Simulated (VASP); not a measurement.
A run of VASP 6.6.1 is set up as follows.

The input INCAR:

```
SYSTEM = YRh5
PREC = Accurate
ENCUT = 600
EDIFF = 1E-7
ISMEAR = -1
SIGMA = 0.1
LREAL = .False.
LASPH = .True.
NELM = 80
ALGO = Normal
ISIF = 3
LWAVE = .False.
LCHARG = .False.
GGA = CA
IBRION = 2
NSW = 80
EDIFFG = -0.02
```

Contents of KPOINTS:

```
Automatic mesh
0
Gamma
  6 6 6
  0 0 0
```

POSCAR

```
YRh5
1.0
    5.1410000000      0.0000000000      0.0000000000
   -2.5705000000      4.4522366000      0.0000000000
    0.0000000000      0.0000000000      4.2940000000
Y Rh
1 5
Direct
    0.0000000000      0.0000000000      0.0000000000
    0.3333333330      0.6666666659      0.0000000000
    0.6666666670      0.3333333341      0.0000000000
    0.5000000000      0.0000000000      0.5000000000
    0.5000000000      0.5000000000      0.5000000000
    0.0000000000      0.5000000000      0.5000000000
```

Potentials or basis: VASP PAW LDA potentials, release 64 (Y_sv, Rh_pv).

The run is started by

```bash
$ cat potpaw_LDA.64/Y_sv/POTCAR potpaw_LDA.64/Rh_pv/POTCAR > POTCAR
$ mpirun -np 1 vasp_std > vasp.out
```

(1) Predict the relaxed cell.

(2) Predict the band gap on the k mesh.

(3) Estimate the relaxed volume.

(4) Predict the space group after relaxing (to 0.1 Å).

## Answers

(1) a = 5.124 Å, b = 5.124 Å, c = 4.232 Å, α = 90.00°, β = 90.00°, γ = 120.00°.

(2) zero (bands 43 and 44 overlap by 1.88 eV).

(3) 16.04 Å³/atom.

(4) P6/mmm (No. 191).
